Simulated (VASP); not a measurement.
# C (R-3m) in VASP: further runs

C is run at these levels: PBE; tasks: single point.

Program: VASP 6.6.1. These are calculated values, not measurements. Logs are shortened: lines on timing, memory, paths and dates and some standing lists are left out, and cuts for length are marked.

### Step 1. The cell of the first run

The structure is trigonal, space group R-3m (No. 166). Conventional cell: a = 2.456 Å, b = 2.456 Å, c = 10.041 Å, α = 90.00°, β = 90.00°, γ = 120.00°. C (site symmetry 3m) has 3 C at 1.42 Å within 1.9 Å.

### Step 2. Single point, PBE

Input file INCAR:

```
PREC = Accurate
ENCUT = 520
EDIFF = 1E-7
ISMEAR = -1
SIGMA = 0.03
LREAL = F
LASPH = T
NELM = 60
ALGO = Normal
ISIF = 2
LWAVE = F
LCHARG = F
GGA = PE
NBANDS = 11
```

Input file KPOINTS:

```
Automatic mesh
0
Gamma
  13 13 13
```

Input file POSCAR:

```
C
1.0
    1.2280263465      0.7090013417      3.3470108394
   -1.2280263465      0.7090013417      3.3470108394
    0.0000000000     -1.4180026834      3.3470108394
C
2
Direct
    0.1640000000      0.1640000000      0.1640000000
    0.8360000000      0.8360000000      0.8360000000
```

Potentials or basis: VASP PAW PBE potentials, release 64 (C).

The run is started by

```bash
$ cat potpaw_PBE.64/C/POTCAR > POTCAR
$ mpirun -np 1 vasp_std > vasp.out
```

OUTCAR:

```text
PREC = Accurate
   ENCUT = 520
   EDIFF = 1E-7
   ISMEAR = -1
   LREAL = F
   LASPH = T
   NELM = 60
   ISIF = 2
   GGA = PE

 ion  position               nearest neighbor table
   1  0.164  0.164  0.164-   2 1.42   2 1.42   2 1.42
   2  0.836  0.836  0.836-   1 1.42   1 1.42   1 1.42

  LATTYP: Found a trigonal (rhomboedric) cell.
 ALAT       =     3.6349983727
 COS(alpha) =     0.7717362630

  Lattice vectors:

 A1 = (   1.2280263465,   0.7090013417,   3.3470108394)
 A2 = (  -1.2280263465,   0.7090013417,   3.3470108394)
 A3 = (   0.0000000000,  -1.4180026834,   3.3470108394)

Analysis of symmetry for initial positions (statically):
=====================================================================
 Subroutine PRICEL returns:
 Original cell was already a primitive cell.

 Routine SETGRP: Setting up the symmetry group for a
 trigonal (rhombohedral) supercell.

 Subroutine GETGRP returns: Found 12 space group operations
 (whereof 12 operations were pure point group operations)
 out of a pool of 12 trial point group operations.

The static configuration has the point symmetry D_3d.

Analysis of symmetry for dynamics (positions and initial velocities):
=====================================================================
 Subroutine PRICEL returns:
 Original cell was already a primitive cell.

 Routine SETGRP: Setting up the symmetry group for a
 trigonal (rhombohedral) supercell.

 Subroutine GETGRP returns: Found 12 space group operations
 (whereof 12 operations were pure point group operations)
 out of a pool of 12 trial point group operations.

The dynamic configuration has the point symmetry D_3d.

 Subroutine INISYM returns: Found 12 space group operations
 (whereof 12 operations are pure point group operations),
 and found     1 'primitive' translations

----------------------------------------------------------------------------------------

                                     Primitive cell

  volume of cell :      17.4849

  direct lattice vectors                    reciprocal lattice vectors
     1.228026347  0.709001342  3.347010839     0.407157388  0.235072428  0.099591352
    -1.228026347  0.709001342  3.347010839    -0.407157388  0.235072428  0.099591352
     0.000000000 -1.418002683  3.347010839     0.000000000 -0.470144855  0.099591352

  length of vectors
     3.634998373  3.634998373  3.634998373     0.480577384  0.480577384  0.480577384

  position of ions in fractional coordinates (direct lattice)
     0.164000000  0.164000000  0.164000000
     0.836000000  0.836000000  0.836000000

  ion indices of the primitive-cell ions
   primitive index   ion index
                 1           1
                 2           2

----------------------------------------------------------------------------------------

 KPOINTS: Automatic mesh

Automatic generation of k-mesh.
 Grid dimensions read from file:
 generate k-points for:   13   13   13

 Generating k-lattice:

  Cartesian coordinates                     Fractional coordinates (reciprocal lattice)
     0.031319799  0.018082494  0.007660873     0.076923077  0.000000000  0.000000000
    -0.031319799  0.018082494  0.007660873     0.000000000  0.076923077  0.000000000
     0.000000000 -0.036164989  0.007660873     0.000000000  0.000000000  0.076923077

  Length of vectors
     0.036967491  0.036967491  0.036967491

  Shift w.r.t. Gamma in fractional coordinates (k-lattice)
     0.000000000  0.000000000  0.000000000

 Subroutine IBZKPT returns following result:
 ===========================================

 Found    231 irreducible k-points:

 Following reciprocal coordinates:
            Coordinates               Weight
  0.000000  0.000000  0.000000      1.000000
  0.076923  0.000000  0.000000      6.000000
  0.153846  0.000000  0.000000      6.000000
  0.230769  0.000000  0.000000      6.000000
  0.307692  0.000000  0.000000      6.000000
  0.384615  0.000000  0.000000      6.000000
[... 16 lines left out ...]
  0.384615  0.153846 -0.000000     12.000000
  0.461538  0.153846  0.000000     12.000000
 [... further k-points ...]
   k-points           NKPTS =    231   k-points in BZ     NKDIM =    231   number of bands    NBANDS=     11
   number of dos      NEDOS =    301   number of ions     NIONS =      2
   total plane-waves  NPLWV =  21952
   dimension x,y,z NGX =    28 NGY =   28 NGZ =   28
   dimension x,y,z NGXF=    56 NGYF=   56 NGZF=   56
   ions per type =               2
   NGX,Y,Z   is equivalent  to a cutoff of  12.81, 12.81, 12.81 a.u.
   NGXF,Y,Z  is equivalent  to a cutoff of  25.61, 25.61, 25.61 a.u.
 SYSTEM =  unknown system
   PREC   = accura    normal or accurate (medium, high low for compatibility)
   ISTART =      0    job   : 0-new  1-cont  2-samecut
   ICHARG =      2    charge: 1-file 2-atom 10-const
   ISPIN  =      1    spin polarized calculation?
   LNONCOLLINEAR =      F non collinear calculations
   LSORBIT =      F    spin-orbit coupling
   LASPH  =      T    aspherical Exc in radial PAW
   ENCUT  =  520.0 eV  38.22 Ry    6.18 a.u.   6.76  6.76  6.76*2*pi/ulx,y,z
   NELM   =     60;   NELMIN=  2; NELMDL= -5     # of ELM steps
   EDIFF  = 0.1E-06   stopping-criterion for ELM
   LREAL  =      F    real-space projection
   EDIFFG = 0.1E-05   stopping-criterion for IOM
   NSW    =      0    number of steps for IOM
   IBRION =     -1    ionic relax: 0-MD 1-quasi-New 2-CG
   NFREE  =      0    steps in history (QN), initial steepest desc. (CG)
   ISIF   =      2    stress and relaxation
   ISYM   =      2    0-nonsym 1-usesym 2-fastsym
   POTIM  = 0.5000    time-step for ionic-motion
   TEBEG  =    0.0;   TEEND  =   0.0 temperature during run
   PSTRESS=    0.0 pullay stress
   NELECT =       8.0000    total number of electrons
   NUPDOWN=      -1.0000    fix difference up-down
   EMIN   =  10.00;   EMAX   =-10.00  energy-range for DOS
   EFERMI =   0.00;   METHOD = LEGACY
   ISMEAR =    -1;   SIGMA  =   0.03  broadening in eV -4-tet -1-fermi 0-gaus
   EFERMI_NEDOS =   21; number of points for ismear=-14 and -15
   IALGO  =     38    algorithm
   IMIX   =      4    mixing-type and parameters
     AMIX     =   0.40;   BMIX     =  1.00
     AMIX_MAG =   1.60;   BMIX_MAG =  1.00
  volume/ion in A,a.u.               =       8.74        59.00
  Fermi-wavevector in a.u.,A,eV,Ry     =   1.261490  2.383870 21.651724  1.591357
  Thomas-Fermi vector in A             =   2.394946
   LORBIT       =      0    0 simple, 1 ext, 2 COOP (PROOUT), +10 PAW based schemes
   GGA     = PE    functional components
   LHFCALC =     F    Hartree Fock is set to
   AEXX    =    0.0000 exact exchange contribution
   IVDW    =     0    specifies the selected vdW correction
   LEPSILON=     F    determine dielectric tensor
   LRPA    =     F    only Hartree local field effects (RPA)
 non-spin polarized calculation
  energy-cutoff  :      520.00
  volume of cell :       17.48
 maximum number of plane-waves:       483
   NGX = 13   NGY = 13   NGZ = 13

 number of electron       8.0000000 magnetization

 Free energy of the ion-electron system (eV)
  ---------------------------------------------------
  ext. energy  EPLUGINS =         0.00000000
  ---------------------------------------------------
  free energy    TOTEN  =       -18.39638068 eV

  energy without entropy =      -18.39638059  energy(sigma->0) =      -18.39638063

 E-fermi :   4.8401     XC(G=0): -10.3640

 val. band max:        4.5171861735   @ k =  -0.3077   0.3077   0.0000
 cond. band min:       5.1655163817   @ k =  -0.3077   0.3077   0.0000
 fundamental gap:      0.6483302083
 Fermi energy:         4.8400745956

 k-point     1 :       0.0000    0.0000    0.0000
  band No.  band energies     occupation
      1     -14.9696      2.00000
      2      -1.8328      2.00000
      3       1.7972      2.00000
      4       1.7972      2.00000
      5       8.9576      0.00000
      6      13.2028      0.00000
      7      13.2028      0.00000
      8      16.2973      0.00000
      9      17.6572      0.00000
     10      27.6338      0.00000
     11      30.6950      0.00000

 k-point     2 :       0.0769    0.0000    0.0000
  band No.  band energies     occupation
      1     -14.8254      2.00000
      2      -1.6876      2.00000
      3       1.2355      2.00000
      4       1.5039      2.00000
      5       9.1569      0.00000
      6      13.2764      0.00000
      7      13.8022      0.00000
      8      15.8047      0.00000
      9      17.9103      0.00000
     10      28.0916      0.00000
     11      29.5388      0.00000

 k-point     3 :       0.1538    0.0000    0.0000
  band No.  band energies     occupation
      1     -14.3948      2.00000
      2      -1.2569      2.00000
      3      -0.2087      2.00000
      4       0.7954      2.00000
      5       9.7437      0.00000
      6      13.2838      0.00000
      7      14.5096      0.00000
      8      15.4126      0.00000
      9      18.7101      0.00000
     10      27.1007      0.00000
     11      29.1790      0.00000

 k-point     4 :       0.2308    0.0000    0.0000
  band No.  band energies     occupation
      1     -13.6823      2.00000
      2      -2.1279      2.00000
      3      -0.5316      2.00000
      4      -0.0286      2.00000
      5      10.5991      0.00000
      6      12.7077      0.00000
      7      13.2200      0.00000
      8      17.6784      0.00000
      9      19.8611      0.00000
     10      25.0065      0.00000
     11      27.5088      0.00000
[... 239 lines left out ...]
 k-point    22 :       0.3077    0.1538    0.0000
  band No.  band energies     occupation
      1     -13.2219      2.00000
      2      -2.4872      2.00000
      3      -1.2149      2.00000
      4      -0.4061      2.00000
      5      11.2824      0.00000
      6      12.4389      0.00000
      7      14.7302      0.00000
      8      16.3433      0.00000
      9      21.2999      0.00000
     10      23.0124      0.00000
     11      28.8777      0.00000

 k-point    23 :       0.3846    0.1538   -0.0000
  band No.  band energies     occupation
      1     -12.2403      2.00000
      2      -4.1378      2.00000
      3      -2.2159      2.00000
      4       0.5308      2.00000
      5       9.8495      0.00000
      6      13.6018      0.00000
      7      15.0981      0.00000
      8      17.4781      0.00000
      9      20.4957      0.00000
     10      23.7611      0.00000
     11      27.2081      0.00000

 k-point    24 :       0.4615    0.1538    0.0000
  band No.  band energies     occupation
      1     -11.0137      2.00000
      2      -5.9841      2.00000
      3      -2.8445      2.00000
      4       1.6970      2.00000
      5       8.1753      0.00000
      6      14.7956      0.00000
      7      15.2679      0.00000
      8      18.4573      0.00000
      9      19.8724      0.00000
     10      23.6449      0.00000
     11      27.3845      0.00000

 [... further k-points ...]
[... 5 lines left out ...]
  --------------------------------------------------------------------------------------
  -------------------------------------------------------------------------------------
  Total        0.6137456      0.6137456      0.3460884      0.0000000      0.0000000      0.0000000
  in kB       56.2387786     56.2387786     31.7127945      0.0000000      0.0000000      0.0000000
  external PRESSURE =      48.0634506 kB  Pullay stress =       0.0000000 kB

 VOLUME and BASIS-vectors are now :
 -----------------------------------------------------------------------------
  energy-cutoff  :      520.00
  volume of cell :       17.48
      direct lattice vectors                 reciprocal lattice vectors
     1.228026347  0.709001342  3.347010839     0.407157388  0.235072428  0.099591352
    -1.228026347  0.709001342  3.347010839    -0.407157388  0.235072428  0.099591352
     0.000000000 -1.418002683  3.347010839     0.000000000 -0.470144855  0.099591352

 POSITION                                       TOTAL-FORCE (eV/Angst)
 -----------------------------------------------------------------------------------
      0.00000      0.00000      1.64673         0.000000     -0.000000      0.871250
      0.00000      0.00000      8.39430         0.000000      0.000000     -0.871250
 -----------------------------------------------------------------------------------
    total drift:                                0.000000     -0.000000      0.000000

  FREE ENERGIE OF THE ION-ELECTRON SYSTEM (eV)
  ---------------------------------------------------
  free  energy   TOTEN  =       -18.3963806786 eV

  energy  without entropy=      -18.3963805868  energy(sigma->0) =      -18.39638063
```

Wall time 2.3 min (1 thread of AMD EPYC 7R13, shared host); peak memory 0.14 GiB.

Results:

| Item | Value |
| --- | --- |
| Free energy | -18.3964 eV |
| Pressure | 4.8 GPa |
| Largest force | 0.871 eV/Å |
| Band gap on the k mesh | 0.65 eV, direct |

Forces in eV/Å, atoms in the order of the input:
```
C    0.000  0.000  0.871
C    0.000  0.000 -0.871
```

A k mesh can miss the band edges.

### Step 3. Single point, PBE (z stretched by -1 % at fixed volume)

Input file INCAR:

```
SYSTEM = C
PREC     = Accurate       ! precision mode
ENCUT    = 520            ! plane-wave cutoff, eV
EDIFF    = 1E-6           ! SCF threshold, eV
ISMEAR   = -1             ! smearing method
SIGMA    = 0.03           ! smearing width, eV
LREAL    = .FALSE.        ! projectors in reciprocal space
LASPH    = .TRUE.         ! aspherical terms in the spheres
NELM     = 100            ! most SCF steps
ALGO     = Normal         ! electronic algorithm
ISIF     = 2              ! what is computed and relaxed
LWAVE    = .FALSE.        ! write WAVECAR
LCHARG   = .FALSE.        ! write CHGCAR
GGA      = PE             ! functional
NBANDS   = 11             ! bands
```

Input file KPOINTS:

```
regular mesh
0
G
  17 17 17
  0 0 0
```

Input file POSCAR:

```
C
1.0
    1.2342129164      0.7125731595      3.3135407310
   -1.2342129164      0.7125731595      3.3135407310
    0.0000000000     -1.4251463190      3.3135407310
C
2
Direct
    0.1640000000      0.1640000000      0.1640000000
    0.8360000000      0.8360000000      0.8360000000
```

Potentials or basis: VASP PAW PBE potentials, release 64 (C).

The run is started by

```bash
$ cat potpaw_PBE.64/C/POTCAR > POTCAR
$ mpirun -np 1 vasp_std > vasp.out
```

Run time: 4.4 min. Hardware: 1 thread of AMD EPYC 7R13, shared host; peak memory 0.17 GiB.

The run converged. Its results:

```yaml
Free_energy: -18.3953 eV
Pressure: 0.7 GPa
Largest_force: 0.856 eV/Å
Band_gap_on_the_k_mesh: 0.34 eV, direct
```

Forces on the atoms (eV/Å):
```
C    0.000  0.000  0.856
C    0.000  0.000 -0.856
```

Stress tensor (GPa, compression positive):
```
-0.70  0.00  0.00
 0.00 -0.70  0.00
 0.00  0.00  3.48
```

Levels at points of the mesh, in eV from the valence-band top:
```csv
k point,band 1,band 2,band 3,band 4,band 5,band 6,band 7,band 8,band 9
"(0.00, 0.00, 0.00)",-19.51,-6.31,-2.86,-2.86,4.45,8.46,8.46,11.46,12.68
```

 A k mesh can miss the band edges.
